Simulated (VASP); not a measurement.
# TaN (I4/mmm) in VASP: a series of runs

The runs below take TaN through electric field gradients, with PBE.

Program: VASP 6.6.1. These are calculated values, not measurements. Logs are shortened: lines on timing, memory, paths and dates and some standing lists are left out, and cuts for length are marked.

## (1) The cell of the first run

It takes space group I4/mmm (No. 139, tetragonal). The conventional cell has a = 3.082 Å, b = 3.082 Å, c = 4.489 Å, α = 90.00°, β = 90.00°, γ = 90.00°. Within 2.9 Å of Ta (site symmetry 4/mmm) lie 6 N at 2.18 to 2.24 Å. N (site symmetry 4/mmm) has 6 Ta at 2.18 to 2.24 Å within 2.9 Å.

## (2) Electric field gradients, PBE (zz strain of +3 %)

The input, INCAR:

```
SYSTEM = TaN
PREC = Accurate ; ENCUT = 520
EDIFF = 1E-8 ; ISMEAR = -1
SIGMA = 0.02 ; LREAL = .FALSE.
LASPH = .TRUE. ; NELM = 80
ALGO = Normal ; ISIF = 2
LWAVE = .FALSE. ; LCHARG = .FALSE.
GGA = PE ; LEFG = .TRUE.
NBANDS = 15
```

The input, KPOINTS:

```
Automatic mesh
0
G
  9 9 9
  0 0 0
```

The input, POSCAR:

```
TaN
1.0
    0.0000000000      2.1790000000      2.2443700000
    2.1790000000      0.0000000000      2.2443700000
    2.1790000000      2.1790000000      0.0000000000
Ta N
1 1
Direct
    0.5000000000      0.5000000000      0.5000000000
    0.0000000000      0.0000000000      0.0000000000
```

Potentials or basis: VASP PAW PBE potentials, release 64 (Ta_pv, N).

On the command line:

```
cat potpaw_PBE.64/Ta_pv/POTCAR potpaw_PBE.64/N/POTCAR > POTCAR
mpirun -np 1 vasp_std > vasp.out
```

OUTCAR:

```text
SYSTEM = TaN
   PREC = Accurate
   ENCUT = 520
   EDIFF = 1E-8
   ISMEAR = -1
   LREAL = .FALSE.
   LASPH = .TRUE.
   NELM = 80
   ISIF = 2
   GGA = PE

 ion  position               nearest neighbor table
   1  0.500  0.500  0.500-   2 2.18   2 2.18   2 2.18   2 2.18   2 2.24   2 2.24
   2  0.000  0.000  0.000-   1 2.18   1 2.18   1 2.18   1 2.18   1 2.24   1 2.24

  LATTYP: Found a body centered tetragonal cell.
 ALAT       =     3.0815713524
 C/A-ratio  =     1.4566399692

  Lattice vectors:

 A1 = (  -2.1790000000,   0.0000000000,   2.2443700000)
 A2 = (   2.1790000000,   0.0000000000,   2.2443700000)
 A3 = (   0.0000000000,   2.1790000000,  -2.2443700000)

Analysis of symmetry for initial positions (statically):
=====================================================================
 Subroutine PRICEL returns:
 Original cell was already a primitive cell.

 Routine SETGRP: Setting up the symmetry group for a
 body centered tetragonal supercell.

 Subroutine GETGRP returns: Found 16 space group operations
 (whereof 16 operations were pure point group operations)
 out of a pool of 16 trial point group operations.

The static configuration has the point symmetry D_4h.

Analysis of symmetry for dynamics (positions and initial velocities):
=====================================================================
 Subroutine PRICEL returns:
 Original cell was already a primitive cell.

 Routine SETGRP: Setting up the symmetry group for a
 body centered tetragonal supercell.

 Subroutine GETGRP returns: Found 16 space group operations
 (whereof 16 operations were pure point group operations)
 out of a pool of 16 trial point group operations.

The dynamic configuration has the point symmetry D_4h.

 Subroutine INISYM returns: Found 16 space group operations
 (whereof 16 operations are pure point group operations),
 and found     1 'primitive' translations

----------------------------------------------------------------------------------------

                                     Primitive cell

  volume of cell :      21.3127

  direct lattice vectors                    reciprocal lattice vectors
     0.000000000  2.179000000  2.244370000    -0.229463056  0.229463056  0.222779666
     2.179000000  0.000000000  2.244370000     0.229463056 -0.229463056  0.222779666
[... 131 lines left out ...]

 E-fermi :   9.4205     XC(G=0): -13.4234

 val. band max:        9.3865088748   @ k =  -0.3333   0.2222   0.1111
 cond. band min:       9.4221516233   @ k =   0.2222  -0.0000   0.1111
 fundamental gap:      0.0356427485
 Fermi energy:         9.4205418323

 k-point     1 :       0.0000    0.0000    0.0000
  band No.  band energies     occupation
      1     -26.2719      2.00000
      2     -26.2470      2.00000
      3     -26.2470      2.00000
      4      -9.3320      2.00000
      5       5.6170      2.00000
      6       5.7344      2.00000
      7       5.7344      2.00000
      8       7.1899      2.00000
      9       7.5474      2.00000
     10       7.5474      2.00000
     11       9.2128      1.99994
     12       9.7919      0.00000
     13      11.2037      0.00000
     14      18.9349      0.00000
[... 401 lines left out ...]
      2     -26.4953      2.00000
      3     -26.4953      2.00000
      4      -8.0752      2.00000
      5       2.4740      2.00000
      6       4.1723      2.00000
      7       4.9480      2.00000
      8       4.9480      2.00000
      9      11.5557      0.00000
     10      12.9638      0.00000
     11      12.9638      0.00000
     12      13.8973      0.00000
     13      16.4783      0.00000
     14      18.6606      0.00000
     15      21.8963      0.00000

 [... further k-points ...]
[... 5 lines left out ...]
  --------------------------------------------------------------------------------------
  -------------------------------------------------------------------------------------
  Total        1.5060012      1.5060012     -0.9647398      0.0000000     -0.0000000     -0.0000000
  in kB      113.2131820    113.2131820    -72.5240214      0.0000000     -0.0000000     -0.0000000
  external PRESSURE =      51.3007809 kB  Pullay stress =       0.0000000 kB

 VOLUME and BASIS-vectors are now :
 -----------------------------------------------------------------------------
  energy-cutoff  :      520.00
  volume of cell :       21.31
      direct lattice vectors                 reciprocal lattice vectors
     0.000000000  2.179000000  2.244370000    -0.229463056  0.229463056  0.222779666
     2.179000000  0.000000000  2.244370000     0.229463056 -0.229463056  0.222779666
     2.179000000  2.179000000  0.000000000     0.229463056  0.229463056 -0.222779666

 POSITION                                       TOTAL-FORCE (eV/Angst)
 -----------------------------------------------------------------------------------
      2.17900      2.17900      2.24437        -0.000000      0.000000      0.000000
      0.00000      0.00000      0.00000         0.000000     -0.000000      0.000000
 -----------------------------------------------------------------------------------
    total drift:                                0.000000     -0.000000     -0.000000

  FREE ENERGIE OF THE ION-ELECTRON SYSTEM (eV)
  ---------------------------------------------------
  free  energy   TOTEN  =       -21.7989849437 eV

  energy  without entropy=      -21.7969412082  energy(sigma->0) =      -21.79796308

 Electric field gradients (V/A^2)
---------------------------------------------------------------------
 ion       V_xx      V_yy      V_zz      V_xy      V_xz      V_yz
---------------------------------------------------------------------
   1     -61.958   -61.958   123.916     0.000    -0.000    -0.000
   2      -4.922    -4.922     9.844     0.000     0.000     0.000
---------------------------------------------------------------------

 Electric field gradients after diagonalization (V/A^2)
 (convention: |V_zz| > |V_xx| > |V_yy|)
----------------------------------------------------------------------
 ion       V_xx      V_yy      V_zz     asymmetry (V_yy - V_xx)/ V_zz
----------------------------------------------------------------------
   1     -61.958   -61.958   123.916       0.000
   2      -4.922    -4.922     9.844       0.000
----------------------------------------------------------------------

           NMR quadrupolar parameters

 Cq : quadrupolar parameter    Cq=e*Q*V_zz/h
 eta: asymmetry parameters     (V_yy - V_xx)/ V_zz
 Q  : nuclear electric quadrupole moment in mb (millibarn)
----------------------------------------------------------------------
 ion       Cq(MHz)       eta       Q (mb)
----------------------------------------------------------------------
   1       0.300       0.000       1.000
   2       0.024       0.000       1.000
----------------------------------------------------------------------
```

OSZICAR:

```text
N       E                     dE             d eps       ncg     rms          rms(c)
DAV:   1     0.908785076937E+02    0.90879E+02   -0.87476E+03  2250   0.113E+03
DAV:   2    -0.220108622277E+02   -0.11289E+03   -0.10636E+03  2754   0.303E+02
DAV:   3    -0.248169296918E+02   -0.28061E+01   -0.27880E+01  2509   0.448E+01
DAV:   4    -0.248286102549E+02   -0.11681E-01   -0.11675E-01  2943   0.304E+00
DAV:   5    -0.248286912928E+02   -0.81038E-04   -0.81035E-04  2516   0.224E-01    0.241E+01
DAV:   6    -0.218937823622E+02    0.29349E+01   -0.54380E+00  2730   0.264E+01    0.995E+00
DAV:   7    -0.218329337249E+02    0.60849E-01   -0.55714E-01  2481   0.613E+00    0.698E+00
DAV:   8    -0.218063441747E+02    0.26590E-01   -0.14674E-01  2684   0.328E+00    0.173E+00
DAV:   9    -0.217990375441E+02    0.73066E-02   -0.19201E-02  2565   0.115E+00    0.305E-01
DAV:  10    -0.217990184503E+02    0.19094E-04   -0.13797E-03  2656   0.381E-01    0.528E-02
DAV:  11    -0.217989852985E+02    0.33152E-04   -0.62736E-05  2551   0.945E-02    0.175E-02
DAV:  12    -0.217989853939E+02   -0.95380E-07   -0.59618E-06  2600   0.236E-02    0.701E-03
DAV:  13    -0.217989849457E+02    0.44813E-06   -0.17454E-07  2663   0.402E-03    0.207E-03
DAV:  14    -0.217989849437E+02    0.20493E-08   -0.10328E-08  1851   0.107E-03
   1 F= -.21798985E+02 E0= -.21797963E+02  d E =-.204374E-02
```

Run time: 42 s. Hardware: 1 thread of AMD EPYC 7R13, shared host; peak memory 0.13 GiB.

Results:

* Free energy: -21.7990 eV
* Pressure: 5.1 GPa
* Band gap on the k mesh: zero (band 8 reaches 11.06 eV, above the bottom of band 9 at 7.55 eV)

Stress tensor (GPa, compression positive):
```
11.32  0.00  0.00
 0.00 11.32  0.00
 0.00  0.00 -7.25
```

Electric field gradients, principal values (V/Å²):
```tsv
atom	least	middle	greatest (by size)
1 Ta	-61.958	-61.958	123.916
2 N	-4.922	-4.922	9.844
```

Caveat: the cell differs from its parent crystal (zz strain of +3 %); without QUAD_EFG the Cq values of the log hold for a quadrupole moment of 1 mb, not for the nuclei; spin-orbit coupling is left out, which moves the levels of the heavy elements.

## (3) Electric field gradients, PBE (equal xx and yy strain of -1 %)

The input, INCAR:

```
ALGO = Normal
EDIFF = 1E-8
ENCUT = 520
GGA = PE
ISIF = 2
ISMEAR = -1
LASPH = True
LCHARG = False
LEFG = True
LREAL = False
LWAVE = False
NBANDS = 15
NELM = 60
PREC = Accurate
SIGMA = 0.02
```

The input, KPOINTS:

```
k-points
0
Gamma
  9 9 9
```

The input, POSCAR:

```
TaN
1.0
    0.0000000000      2.1572100000      2.1790000000
    2.1572100000      0.0000000000      2.1790000000
    2.1572100000      2.1572100000      0.0000000000
Ta N
1 1
Direct
    0.5000000000      0.5000000000      0.5000000000
    0.0000000000      0.0000000000      0.0000000000
```

Potentials or basis: VASP PAW PBE potentials, release 64 (Ta_pv, N).

On the command line:

```
cat potpaw_PBE.64/Ta_pv/POTCAR potpaw_PBE.64/N/POTCAR > POTCAR
mpirun -np 1 vasp_std > vasp.out
```

OUTCAR:

```text
EDIFF = 1E-8
   ENCUT = 520
   GGA = PE
   ISIF = 2
   ISMEAR = -1
   LASPH = True
   LREAL = False
   NELM = 60
   PREC = Accurate

 ion  position               nearest neighbor table
   1  0.500  0.500  0.500-   2 2.16   2 2.16   2 2.16   2 2.16   2 2.18   2 2.18
   2  0.000  0.000  0.000-   1 2.16   1 2.16   1 2.16   1 2.16   1 2.18   1 2.18

  LATTYP: Found a body centered tetragonal cell.
 ALAT       =     3.0507556389
 C/A-ratio  =     1.4284985479

  Lattice vectors:

 A1 = (  -2.1572100000,   0.0000000000,   2.1790000000)
 A2 = (   2.1572100000,   0.0000000000,   2.1790000000)
 A3 = (   0.0000000000,   2.1572100000,  -2.1790000000)

Analysis of symmetry for initial positions (statically):
=====================================================================
 Subroutine PRICEL returns:
 Original cell was already a primitive cell.

 Routine SETGRP: Setting up the symmetry group for a
 body centered tetragonal supercell.

 Subroutine GETGRP returns: Found 16 space group operations
 (whereof 16 operations were pure point group operations)
 out of a pool of 16 trial point group operations.

The static configuration has the point symmetry D_4h.

Analysis of symmetry for dynamics (positions and initial velocities):
=====================================================================
 Subroutine PRICEL returns:
 Original cell was already a primitive cell.

 Routine SETGRP: Setting up the symmetry group for a
 body centered tetragonal supercell.

 Subroutine GETGRP returns: Found 16 space group operations
 (whereof 16 operations were pure point group operations)
 out of a pool of 16 trial point group operations.

The dynamic configuration has the point symmetry D_4h.

 Subroutine INISYM returns: Found 16 space group operations
 (whereof 16 operations are pure point group operations),
 and found     1 'primitive' translations

----------------------------------------------------------------------------------------

                                     Primitive cell

  volume of cell :      20.2802

  direct lattice vectors                    reciprocal lattice vectors
     0.000000000  2.157210000  2.179000000    -0.231780865  0.231780865  0.229463056
     2.157210000  0.000000000  2.179000000     0.231780865 -0.231780865  0.229463056
     2.157210000  2.157210000  0.000000000     0.231780865  0.231780865 -0.229463056

  length of vectors
     3.066202209  3.066202209  3.050755639     0.400122523  0.400122523  0.400122523

  position of ions in fractional coordinates (direct lattice)
     0.500000000  0.500000000  0.500000000
     0.000000000  0.000000000  0.000000000

  ion indices of the primitive-cell ions
   primitive index   ion index
                 1           1
                 2           2

----------------------------------------------------------------------------------------

 KPOINTS: k-points

Automatic generation of k-mesh.
[... 77 lines left out ...]
   NELECT =      16.0000    total number of electrons
   NUPDOWN=      -1.0000    fix difference up-down
   EMIN   =  10.00;   EMAX   =-10.00  energy-range for DOS
   EFERMI =   0.00;   METHOD = LEGACY
   ISMEAR =    -1;   SIGMA  =   0.02  broadening in eV -4-tet -1-fermi 0-gaus
   EFERMI_NEDOS =   21; number of points for ismear=-14 and -15
   IALGO  =     38    algorithm
   IMIX   =      4    mixing-type and parameters
     AMIX     =   0.40;   BMIX     =  1.00
     AMIX_MAG =   1.60;   BMIX_MAG =  1.00
  volume/ion in A,a.u.               =      10.14        68.43
  Fermi-wavevector in a.u.,A,eV,Ry     =   1.512716  2.858619 31.134353  2.288310
  Thomas-Fermi vector in A             =   2.622603
   LORBIT       =      0    0 simple, 1 ext, 2 COOP (PROOUT), +10 PAW based schemes
   GGA     = PE    functional components
   LHFCALC =     F    Hartree Fock is set to
   AEXX    =    0.0000 exact exchange contribution
   IVDW    =     0    specifies the selected vdW correction
   LEPSILON=     F    determine dielectric tensor
   LRPA    =     F    only Hartree local field effects (RPA)
 non-spin polarized calculation
  energy-cutoff  :      520.00
  volume of cell :       20.28
 maximum number of plane-waves:       558
   NGX = 11   NGY = 11   NGZ = 11

 number of electron      15.9999998 magnetization

 Free energy of the ion-electron system (eV)
  ---------------------------------------------------
  ext. energy  EPLUGINS =         0.00000000
  ---------------------------------------------------
  free energy    TOTEN  =       -21.73208490 eV

  energy without entropy =      -21.73092121  energy(sigma->0) =      -21.73150306

 E-fermi :   9.9832     XC(G=0): -13.7031

 val. band max:        9.9246496562   @ k =  -0.4444   0.2222   0.1111
 cond. band min:       9.9886494012   @ k =  -0.2222  -0.0000   0.2222
 fundamental gap:      0.0639997449
 Fermi energy:         9.9832083605

 k-point     1 :       0.0000    0.0000    0.0000
  band No.  band energies     occupation
      1     -25.6042      2.00000
      2     -25.5932      2.00000
      3     -25.5932      2.00000
      4      -9.1676      2.00000
      5       6.0915      2.00000
      6       6.1443      2.00000
      7       6.1443      2.00000
      8       7.7677      2.00000
      9       7.8921      2.00000
     10       7.8921      2.00000
     11      10.0678      0.02867
     12      10.2414      0.00000
     13      12.0530      0.00000
     14      19.5158      0.00000
[... 401 lines left out ...]
      2     -25.9090      2.00000
      3     -25.9090      2.00000
      4      -7.8658      2.00000
      5       3.0241      2.00000
      6       4.3784      2.00000
      7       5.3386      2.00000
      8       5.3386      2.00000
      9      12.2832      0.00000
     10      13.8429      0.00000
     11      13.8429      0.00000
     12      14.9900      0.00000
     13      17.7371      0.00000
     14      19.6652      0.00000
     15      22.5669      0.00000

 [... further k-points ...]
[... 5 lines left out ...]
  --------------------------------------------------------------------------------------
  -------------------------------------------------------------------------------------
  Total        3.4108733      3.4108733      2.2471397      0.0000000     -0.0000000     -0.0000000
  in kB      269.4660712    269.4660712    177.5287030      0.0000000     -0.0000000     -0.0000000
  external PRESSURE =     238.8202818 kB  Pullay stress =       0.0000000 kB

 VOLUME and BASIS-vectors are now :
 -----------------------------------------------------------------------------
  energy-cutoff  :      520.00
  volume of cell :       20.28
      direct lattice vectors                 reciprocal lattice vectors
     0.000000000  2.157210000  2.179000000    -0.231780865  0.231780865  0.229463056
     2.157210000  0.000000000  2.179000000     0.231780865 -0.231780865  0.229463056
     2.157210000  2.157210000  0.000000000     0.231780865  0.231780865 -0.229463056

 POSITION                                       TOTAL-FORCE (eV/Angst)
 -----------------------------------------------------------------------------------
      2.15721      2.15721      2.17900        -0.000000      0.000000      0.000000
      0.00000      0.00000      0.00000         0.000000     -0.000000      0.000000
 -----------------------------------------------------------------------------------
    total drift:                                0.000000     -0.000000     -0.000000

  FREE ENERGIE OF THE ION-ELECTRON SYSTEM (eV)
  ---------------------------------------------------
  free  energy   TOTEN  =       -21.7320849012 eV

  energy  without entropy=      -21.7309212092  energy(sigma->0) =      -21.73150306

 Electric field gradients (V/A^2)
---------------------------------------------------------------------
 ion       V_xx      V_yy      V_zz      V_xy      V_xz      V_yz
---------------------------------------------------------------------
   1     -24.269   -24.269    48.538     0.001     0.000     0.000
   2      -1.775    -1.775     3.549    -0.000    -0.000    -0.000
---------------------------------------------------------------------

 Electric field gradients after diagonalization (V/A^2)
 (convention: |V_zz| > |V_xx| > |V_yy|)
----------------------------------------------------------------------
 ion       V_xx      V_yy      V_zz     asymmetry (V_yy - V_xx)/ V_zz
----------------------------------------------------------------------
   1     -24.269   -24.268    48.538       0.000
   2      -1.775    -1.774     3.549       0.000
----------------------------------------------------------------------

           NMR quadrupolar parameters

 Cq : quadrupolar parameter    Cq=e*Q*V_zz/h
 eta: asymmetry parameters     (V_yy - V_xx)/ V_zz
 Q  : nuclear electric quadrupole moment in mb (millibarn)
----------------------------------------------------------------------
 ion       Cq(MHz)       eta       Q (mb)
----------------------------------------------------------------------
   1       0.117       0.000       1.000
   2       0.009       0.000       1.000
----------------------------------------------------------------------
```

Wall time 50 s (1 thread of AMD EPYC 7R13, shared host); peak memory 0.13 GiB.

Results:

```
Free energy            : -21.7321 eV
Pressure               : 23.9 GPa
Band gap on the k mesh : zero (band 8 reaches 11.75 eV, above the bottom of band 9 at 7.89 eV)
```

Stress tensor (GPa, compression positive):
```
26.95  0.00  0.00
 0.00 26.95  0.00
 0.00  0.00 17.75
```

Electric field gradients, principal values (V/Å²):
| atom | least | middle | greatest (by size) |
| --- | --- | --- | --- |
| 1 Ta | -24.268 | -24.269 | 48.538 |
| 2 N | -1.774 | -1.775 | 3.549 |

Caveat: the cell differs from its parent crystal (equal xx and yy strain of -1 %); without QUAD_EFG the Cq values of the log hold for a quadrupole moment of 1 mb, not for the nuclei; spin-orbit coupling is left out, which moves the levels of the heavy elements.
